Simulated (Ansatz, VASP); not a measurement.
## Ta4N5: VASP beside Ansatz

```xyz
9
Lattice="-3.4126 3.4126 2.1281 3.4126 -3.4126 2.1281 3.4126 3.4126 -2.1281" Properties=species:S:1:pos:R:3 pbc="T T T"
Ta    0.7155    1.9424    2.1281
Ta    1.9424   -0.7155    2.1281
Ta    1.4702    4.1281    0.0000
Ta    2.6971    1.4702    0.0000
N     0.0000    0.0000    2.1281
N    -1.3233    2.7852    2.1281
N     2.7852    1.3233    2.1281
N     0.6274    2.0893    0.0000
N     4.7359    0.6274    0.0000
```

Alike in both runs: functional PBEsol; k mesh 10 × 10 × 10; occupations fermi-dirac, width 0.15 eV; no spin polarisation.

Ansatz relaxed the structure, and its values are those at the end. VASP's run is a single point on that final structure, the one shown.

```csv
,VASP,Ansatz
version,VASP 6.6.1,Ansatz 0.2.0
potentials or method,"VASP PAW PBE potentials, release 64 (Ta_pv, N), cutoff 520 eV","scalar-relativistic, plane waves, PAW"
valence electrons in the cell,69,77
```

```csv
,VASP,Ansatz,Ansatz less VASP
gap on the k mesh at the Fermi level (eV),none,none,-
pressure (GPa),0.8,0.0,-0.83
rms of the force components (eV/Å),0.009,0.000,-0.0083
```

VASP's potentials were made for PBE, not for PBEsol. A gap of «none» marks a metal or a gap that the smearing closes. The functional is the same, so the differences come from potentials, cutoffs and numerics. VASP's potentials hold 69 valence electrons a cell and Ansatz's 77, so a difference there can come from the potentials and not from the codes.

Neither program's run includes spin-orbit coupling.
